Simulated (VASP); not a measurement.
# C (R-3m) in VASP: a series of runs

C is run at these levels: LDA; tasks: single point, relaxation of volume and atoms at fixed shape.

Everything below comes from runs of VASP 6.6.1. Logs are shortened: lines on timing, memory, paths and dates and some standing lists are left out, and cuts for length are marked.

### 1 The cell of the first run

The structure is trigonal, space group R-3m (No. 166). Conventional cell: a = 2.445 Å, b = 2.445 Å, c = 9.996 Å, α = 90.00°, β = 90.00°, γ = 120.00°. Within 1.9 Å of C (site symmetry 3m) lie 3 C at 1.41 Å.

### 2 Single point, LDA

INCAR

```
PREC = Accurate
ENCUT = 520
EDIFF = 1E-6
ISMEAR = 1
SIGMA = 0.05
LREAL = F
LASPH = T
NELM = 60
ALGO = Normal
ISIF = 2
LWAVE = F
LCHARG = F
NBANDS = 11
```

KPOINTS

```
regular mesh
0
Gamma
  10 10 10
```

POSCAR

```
C
1.0
    1.2225257808      0.7058239295      3.3320088150
   -1.2225257808      0.7058239295      3.3320088150
    0.0000000000     -1.4116528365      3.3320077605
C
2
Direct
    0.8333742348      0.8333742348      0.8333742348
    0.1666257652      0.1666257652      0.1666257652
```

Potentials or basis: VASP PAW LDA potentials, release 64 (C).

On the command line:

```bash
$ cat potpaw_LDA.64/C/POTCAR > POTCAR
$ mpirun -np 1 vasp_std > vasp.out
```

OUTCAR:

```text
PREC = Accurate
   ENCUT = 520
   EDIFF = 1E-6
   ISMEAR = 1
   LREAL = F
   LASPH = T
   NELM = 60
   ISIF = 2

 ion  position               nearest neighbor table
   1  0.833  0.833  0.833-   2 1.41   2 1.41   2 1.41
   2  0.167  0.167  0.167-   1 1.41   1 1.41   1 1.41

  LATTYP: Found a trigonal (rhomboedric) cell.
 ALAT       =     3.6187068750
 COS(alpha) =     0.7717350466

  Lattice vectors:

 A1 = (   1.2225257808,   0.7058239295,   3.3320088150)
 A2 = (  -1.2225257808,   0.7058239295,   3.3320088150)
 A3 = (   0.0000000000,  -1.4116528365,   3.3320077605)

Analysis of symmetry for initial positions (statically):
=====================================================================
 Subroutine PRICEL returns:
 Original cell was already a primitive cell.

 Routine SETGRP: Setting up the symmetry group for a
 trigonal (rhombohedral) supercell.

 Subroutine GETGRP returns: Found 12 space group operations
 (whereof 12 operations were pure point group operations)
 out of a pool of 12 trial point group operations.

The static configuration has the point symmetry D_3d.

Analysis of symmetry for dynamics (positions and initial velocities):
=====================================================================
 Subroutine PRICEL returns:
 Original cell was already a primitive cell.

 Routine SETGRP: Setting up the symmetry group for a
 trigonal (rhombohedral) supercell.

 Subroutine GETGRP returns: Found 12 space group operations
 (whereof 12 operations were pure point group operations)
 out of a pool of 12 trial point group operations.

The dynamic configuration has the point symmetry D_3d.

 Subroutine INISYM returns: Found 12 space group operations
 (whereof 12 operations are pure point group operations),
 and found     1 'primitive' translations

----------------------------------------------------------------------------------------

                                     Primitive cell

  volume of cell :      17.2509

  direct lattice vectors                    reciprocal lattice vectors
     1.222525781  0.705823929  3.332008815     0.408989330  0.236130050  0.100039879
    -1.222525781  0.705823929  3.332008815    -0.408989330  0.236130050  0.100039879
     0.000000000 -1.411652837  3.332007760     0.000000000 -0.472260249  0.100039527

  length of vectors
     3.618706875  3.618706875  3.618706875     0.482739733  0.482739733  0.482739733

  position of ions in fractional coordinates (direct lattice)
     0.833374235  0.833374235  0.833374235
     0.166625765  0.166625765  0.166625765

  ion indices of the primitive-cell ions
   primitive index   ion index
                 1           1
                 2           2

----------------------------------------------------------------------------------------

 KPOINTS: regular mesh

Automatic generation of k-mesh.
 Grid dimensions read from file:
 generate k-points for:   10   10   10

 Generating k-lattice:

  Cartesian coordinates                     Fractional coordinates (reciprocal lattice)
     0.040898933  0.023613005  0.010003988     0.100000000  0.000000000  0.000000000
    -0.040898933  0.023613005  0.010003988     0.000000000  0.100000000  0.000000000
     0.000000000 -0.047226025  0.010003953     0.000000000  0.000000000  0.100000000

  Length of vectors
     0.048273973  0.048273973  0.048273973

  Shift w.r.t. Gamma in fractional coordinates (k-lattice)
     0.000000000  0.000000000  0.000000000

 Subroutine IBZKPT returns following result:
 ===========================================

 Found    116 irreducible k-points:

 Following reciprocal coordinates:
            Coordinates               Weight
  0.000000  0.000000  0.000000      1.000000
  0.100000 -0.000000  0.000000      6.000000
  0.200000 -0.000000  0.000000      6.000000
  0.300000  0.000000  0.000000      6.000000
  0.400000 -0.000000  0.000000      6.000000
  0.500000 -0.000000  0.000000      3.000000
[... 16 lines left out ...]
  0.300000  0.300000  0.000000      6.000000
  0.400000  0.300000 -0.000000     12.000000
 [... further k-points ...]
   k-points           NKPTS =    116   k-points in BZ     NKDIM =    116   number of bands    NBANDS=     11
   number of dos      NEDOS =    301   number of ions     NIONS =      2
   total plane-waves  NPLWV =  21952
   dimension x,y,z NGX =    28 NGY =   28 NGZ =   28
   dimension x,y,z NGXF=    56 NGYF=   56 NGZF=   56
   ions per type =               2
   NGX,Y,Z   is equivalent  to a cutoff of  12.86, 12.86, 12.86 a.u.
   NGXF,Y,Z  is equivalent  to a cutoff of  25.73, 25.73, 25.73 a.u.
 SYSTEM =  unknown system
   PREC   = accura    normal or accurate (medium, high low for compatibility)
   ISTART =      0    job   : 0-new  1-cont  2-samecut
   ICHARG =      2    charge: 1-file 2-atom 10-const
   ISPIN  =      1    spin polarized calculation?
   LNONCOLLINEAR =      F non collinear calculations
   LSORBIT =      F    spin-orbit coupling
   LASPH  =      T    aspherical Exc in radial PAW
   ENCUT  =  520.0 eV  38.22 Ry    6.18 a.u.   6.73  6.73  6.73*2*pi/ulx,y,z
   NELM   =     60;   NELMIN=  2; NELMDL= -5     # of ELM steps
   EDIFF  = 0.1E-05   stopping-criterion for ELM
   LREAL  =      F    real-space projection
   EDIFFG = 0.1E-04   stopping-criterion for IOM
   NSW    =      0    number of steps for IOM
   IBRION =     -1    ionic relax: 0-MD 1-quasi-New 2-CG
   NFREE  =      0    steps in history (QN), initial steepest desc. (CG)
   ISIF   =      2    stress and relaxation
   ISYM   =      2    0-nonsym 1-usesym 2-fastsym
   POTIM  = 0.5000    time-step for ionic-motion
   TEBEG  =    0.0;   TEEND  =   0.0 temperature during run
   PSTRESS=    0.0 pullay stress
   NELECT =       8.0000    total number of electrons
   NUPDOWN=      -1.0000    fix difference up-down
   EMIN   =  10.00;   EMAX   =-10.00  energy-range for DOS
   EFERMI =   0.00;   METHOD = LEGACY
   ISMEAR =     1;   SIGMA  =   0.05  broadening in eV -4-tet -1-fermi 0-gaus
   EFERMI_NEDOS =   21; number of points for ismear=-14 and -15
   IALGO  =     38    algorithm
   IMIX   =      4    mixing-type and parameters
     AMIX     =   0.40;   BMIX     =  1.00
     AMIX_MAG =   1.60;   BMIX_MAG =  1.00
  volume/ion in A,a.u.               =       8.63        58.21
  Fermi-wavevector in a.u.,A,eV,Ry     =   1.267167  2.394599 21.847046  1.605713
  Thomas-Fermi vector in A             =   2.400329
   LORBIT       =      0    0 simple, 1 ext, 2 COOP (PROOUT), +10 PAW based schemes
   GGA     = CA    functional components
   LHFCALC =     F    Hartree Fock is set to
   AEXX    =    0.0000 exact exchange contribution
   IVDW    =     0    specifies the selected vdW correction
   LEPSILON=     F    determine dielectric tensor
   LRPA    =     F    only Hartree local field effects (RPA)
 non-spin polarized calculation
 Methfessel and Paxton  Order N= 1 SIGMA  =   0.05
  energy-cutoff  :      520.00
  volume of cell :       17.25
 maximum number of plane-waves:       476
   NGX = 13   NGY = 13   NGZ = 13

 number of electron       8.0000000 magnetization

 Free energy of the ion-electron system (eV)
  ---------------------------------------------------
  ext. energy  EPLUGINS =         0.00000000
  ---------------------------------------------------
  free energy    TOTEN  =       -20.22620418 eV

  energy without entropy =      -20.22622159  energy(sigma->0) =      -20.22620998

 E-fermi :   4.3335     XC(G=0): -10.8476

 val. band max:        4.2913677563   @ k =  -0.3000   0.3000   0.0000
 cond. band min:       5.4547549981   @ k =  -0.3000   0.3000   0.0000
 fundamental gap:      1.1633872418
 Fermi energy:         4.3334596080

 k-point     1 :       0.0000    0.0000    0.0000
  band No.  band energies     occupation
      1     -14.8699      2.00000
      2      -1.8998      2.00000
      3       1.7875      2.00000
      4       1.7875      2.00000
      5       8.6139      0.00000
      6      13.2579      0.00000
      7      13.2579      0.00000
      8      16.3186      0.00000
      9      18.2836      0.00000
     10      27.5013      0.00000
     11      30.3269      0.00000

 k-point     2 :       0.1000   -0.0000    0.0000
  band No.  band energies     occupation
      1     -14.6258      2.00000
      2      -1.6523      2.00000
      3       0.8841      2.00000
      4       1.3060      2.00000
      5       8.9622      0.00000
      6      13.3696      0.00000
      7      14.2601      0.00000
      8      15.4873      0.00000
      9      18.6680      0.00000
     10      28.1546      0.00000
     11      28.6020      0.00000

 k-point     3 :       0.2000   -0.0000    0.0000
  band No.  band energies     occupation
      1     -13.8979      2.00000
      2      -1.2847      2.00000
      3      -0.9165      2.00000
      4       0.2742      2.00000
      5       9.9980      0.00000
      6      13.2405      0.00000
      7      13.4983      0.00000
      8      16.8085      0.00000
      9      19.8013      0.00000
     10      25.3715      0.00000
     11      28.0787      0.00000

 k-point     4 :       0.3000    0.0000    0.0000
  band No.  band energies     occupation
      1     -12.7006      2.00000
      2      -3.9120      2.00000
      3      -0.7288      2.00000
      4       0.2725      2.00000
      5      10.6616      0.00000
      6      11.7325      0.00000
      7      13.1274      0.00000
      8      20.1417      0.00000
      9      20.6334      0.00000
     10      23.5225      0.00000
     11      26.3337      0.00000

 k-point     5 :       0.4000   -0.0000    0.0000
  band No.  band energies     occupation
      1     -11.0670      2.00000
      2      -6.5260      2.00000
      3      -1.4068      2.00000
      4       1.7702      2.00000
      5       8.1276      0.00000
      6      12.7895      0.00000
      7      14.0542      0.00000
      8      19.1790      0.00000
      9      23.4143      0.00000
     10      23.4160      0.00000
     11      25.2771      0.00000
[... 211 lines left out ...]
 k-point    21 :      -0.3000    0.2000    0.0000
  band No.  band energies     occupation
      1     -10.4355      2.00000
      2      -6.0354      2.00000
      3      -3.7773      2.00000
      4       2.7746      2.00000
      5       7.2595      0.00000
      6      14.1093      0.00000
      7      16.1899      0.00000
      8      17.0826      0.00000
      9      19.5427      0.00000
     10      24.9861      0.00000
     11      27.5358      0.00000

 k-point    22 :      -0.2000    0.2000    0.0000
  band No.  band energies     occupation
      1     -12.0285      2.00000
      2      -4.0117      2.00000
      3      -2.7203      2.00000
      4       1.2429      2.00000
      5       9.4713      0.00000
      6      12.1205      0.00000
      7      15.9416      0.00000
      8      17.2863      0.00000
      9      19.2431      0.00000
     10      24.8092      0.00000
     11      27.1607      0.00000

 k-point    23 :       0.3000    0.3000    0.0000
  band No.  band energies     occupation
      1     -12.6302      2.00000
      2      -3.8431      2.00000
      3      -0.7712      2.00000
      4      -0.2633      2.00000
      5      10.2670      0.00000
      6      12.5731      0.00000
      7      13.2437      0.00000
      8      20.1325      0.00000
      9      21.8920      0.00000
     10      22.6387      0.00000
     11      28.9925      0.00000

 k-point    24 :       0.4000    0.3000   -0.0000
  band No.  band energies     occupation
      1     -11.6776      2.00000
      2      -5.0643      2.00000
      3      -1.8952      2.00000
      4       0.5704      2.00000
      5       8.7553      0.00000
      6      13.4913      0.00000
      7      14.5392      0.00000
      8      20.1908      0.00000
      9      20.9408      0.00000
     10      24.2667      0.00000
     11      28.2407      0.00000

 [... further k-points ...]

------------------------ aborting loop because EDIFF is reached ----------------------------------------

  FORCE on cell =-STRESS in cart. coord.  units (eV):
  Direction    XX          YY          ZZ          XY          YZ          ZX
  --------------------------------------------------------------------------------------
  -------------------------------------------------------------------------------------
  Total        0.1186443      0.1186443      0.0047744      0.0000000      0.0000001     -0.0000000
  in kB       11.0190623     11.0190623      0.4434226      0.0000000      0.0000053     -0.0000000
  external PRESSURE =       7.4938491 kB  Pullay stress =       0.0000000 kB

 VOLUME and BASIS-vectors are now :
 -----------------------------------------------------------------------------
  energy-cutoff  :      520.00
  volume of cell :       17.25
      direct lattice vectors                 reciprocal lattice vectors
     1.222525781  0.705823929  3.332008815     0.408989330  0.236130050  0.100039879
    -1.222525781  0.705823929  3.332008815    -0.408989330  0.236130050  0.100039879
     0.000000000 -1.411652837  3.332007760     0.000000000 -0.472260249  0.100039527

 POSITION                                       TOTAL-FORCE (eV/Angst)
 -----------------------------------------------------------------------------------
      0.00000     -0.00000      8.33043         0.000000     -0.000000      0.000018
      0.00000     -0.00000      1.66560         0.000000      0.000000     -0.000018
 -----------------------------------------------------------------------------------
    total drift:                                0.000000     -0.000000      0.000000

  FREE ENERGIE OF THE ION-ELECTRON SYSTEM (eV)
  ---------------------------------------------------
  free  energy   TOTEN  =       -20.2262041815 eV

  energy  without entropy=      -20.2262215918  energy(sigma->0) =      -20.22620998
```

Run time: 24 s. Hardware: 1 thread of AMD EPYC 9R14 (Zen 4), shared host; peak memory 0.11 GiB.

Results:

```yaml
Free_energy: -20.2262 eV
Pressure: 0.7 GPa
Band_gap_on_the_k_mesh: 1.16 eV, direct
```

Levels at points of the mesh, in eV from the valence-band top:
```
           k point  band 2  band 3  band 4  band 5  band 6  band 7
(0.00, 0.00, 0.00)   -6.19   -2.50   -2.50    4.32    8.97    8.97
(0.50, 0.00, 0.00)  -12.85   -5.93   -1.54    2.47    8.43   12.12
(0.50, 0.50, 0.00)  -12.76   -5.99   -2.30    1.69    7.99   13.52
(0.50, 0.50, 0.50)   -8.31   -2.52   -2.52    8.91    8.91   10.69
```

A k mesh can miss the band edges.

### 3 Relaxation of volume and atoms at fixed shape, LDA

This run uses another cell than the first one, of 8.74 Å³/atom, 1.014 times its volume.

INCAR

```
ALGO = Normal
EDIFF = 1E-6
EDIFFG = -0.01
ENCUT = 600
GGA = CA
IBRION = 2
ISIF = 8
ISMEAR = 1
LASPH = T
LCHARG = F
LREAL = F
LWAVE = F
NELM = 100
NSW = 80
PREC = Accurate
SIGMA = 0.05
```

KPOINTS

```
k-points
0
Gamma
  10 10 10
```

POSCAR

```
C
1.0
    1.2280300000      0.7090000000      3.3470100000
   -1.2280300000      0.7090000000      3.3470100000
    0.0000000000     -1.4180100000      3.3470100000
C
2
Direct
    0.8360000000      0.8360000000      0.8360000000
    0.1640000000      0.1640000000      0.1640000000
```

Potentials or basis: VASP PAW LDA potentials, release 64 (C).

On the command line:

```bash
$ cat potpaw_LDA.64/C/POTCAR > POTCAR
$ mpirun -np 1 vasp_std > vasp.out
```

It took 63 s on 1 thread of AMD EPYC 9R14 (Zen 4), shared host; peak memory 0.12 GiB.

Results (log left out):

| Property | Result |
| --- | --- |
| Free energy | -20.2336 eV |
| Relaxed volume | 8.63 Å³/atom |
| Relaxed cell | a = 3.620 Å, b = 3.620 Å, c = 3.620 Å, α = 39.49°, β = 39.49°, γ = 39.49° |
| Space group after relaxing (to 0.05 Å) | R-3m (No. 166) |
| Energy gained by relaxing | 13.3 meV/atom |
| Ionic steps | 8 |
| Pressure after relaxing | 0.0 GPa |
| Largest force after relaxing | 0.007 eV/Å |
| Band gap on the k mesh | 1.16 eV, direct |

Forces on the atoms (eV/Å):
```
C    0.000  0.000 -0.007
C    0.000  0.000  0.007
```

Stress tensor (GPa, compression positive):
```
 0.10  0.00  0.00
 0.00  0.10  0.00
 0.00  0.00 -0.16
```

The path:
```tsv
step	energy change (eV)	largest force (eV/Å)	pressure (GPa)	volume (Å³)
1	0.0000	0.9113	-3.77	17.48
2	-0.0114	0.5994	5.07	16.97
3	-0.0261	0.0526	1.27	17.19
4	-0.0261	0.0354	1.34	17.18
5	-0.0262	0.0609	-1.15	17.33
6	-0.0265	0.0138	0.06	17.26
7	-0.0265	0.0129	0.09	17.26
8	-0.0265	0.0066	0.02	17.27
```

Final structure:
```xyz
2
Lattice="1.2229 0.7060 3.3330 -1.2229 0.7060 3.3330 0.0000 -1.4121 3.3330" Properties=species:S:1:pos:R:3 pbc="T T T"
C     0.0000    0.0000    8.3331
C     0.0000    0.0000    1.6659
```

Levels at points of the mesh, in eV from the valence-band top:
```tsv
k point	band 1	band 2	band 3	band 4	band 5	band 6	band 7	band 8
(0.00, 0.00, 0.00)	-19.15	-6.19	-2.51	-2.51	4.33	8.96	8.96	12.01
(0.50, 0.00, 0.00)	-13.67	-12.85	-5.93	-1.54	2.47	8.42	12.11	12.63
(0.50, 0.50, 0.00)	-13.54	-12.75	-5.99	-2.30	1.70	7.98	13.51	15.35
(0.50, 0.50, 0.50)	-18.82	-8.30	-2.53	-2.53	8.90	8.90	10.69	12.23
```

A k mesh can miss the band edges. LDA usually gives volumes a few per cent too small.
